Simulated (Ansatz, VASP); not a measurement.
## Two plane-wave programs on LiNbO3

```xyz
10
Lattice="2.5689 1.4832 4.4996 -2.5689 1.4832 4.4996 0.0000 -2.9663 4.4996" Properties=species:S:1:pos:R:3 pbc="T T T"
Li    0.0000    0.0000   10.1240
Li    0.0000    0.0000    3.3747
Nb    0.0000    0.0000    6.7494
Nb    0.0000    0.0000    0.0000
O    -0.6456    1.4832    7.8742
O    -0.9617   -1.3007    7.8742
O     1.6072   -0.1825    7.8742
O     0.9617    1.3007    5.6245
O     0.6456   -1.4832    5.6245
O    -1.6072    0.1825    5.6245
```

Alike in both runs: task electric field gradients; functional PBE; k mesh 7 × 7 × 7; occupations fermi-dirac, width 0.02 eV; no spin polarisation.

```csv
,VASP,Ansatz
version,VASP 6.6.1,Ansatz 0.2.0
potentials or method,"VASP PAW PBE potentials, release 64 (Li_sv, Nb_sv, O)","plane-wave PAW, scalar-relativistic"
plane-wave cutoff (eV),520,420
valence electrons in the cell,68,68
```

Ansatz gave:

- gap on the k mesh at the Fermi level (eV): 2.69
- rms of the force components (eV/Å): 0.065
- size of Vzz on the site where it differs most (V/Å²): 0.5

What did VASP give for the same quantities?

gap on the k mesh at the Fermi level (eV): 2.68; rms of the force components (eV/Å): 0.052; size of Vzz on the site where it differs most (V/Å²): 2.0.

Atom by atom the forces differ by 0.013 eV/Å (rms over components).

Noted on VASP's run: the cutoff is under 1.25 times that of the potentials, so the pressure is a little rough.
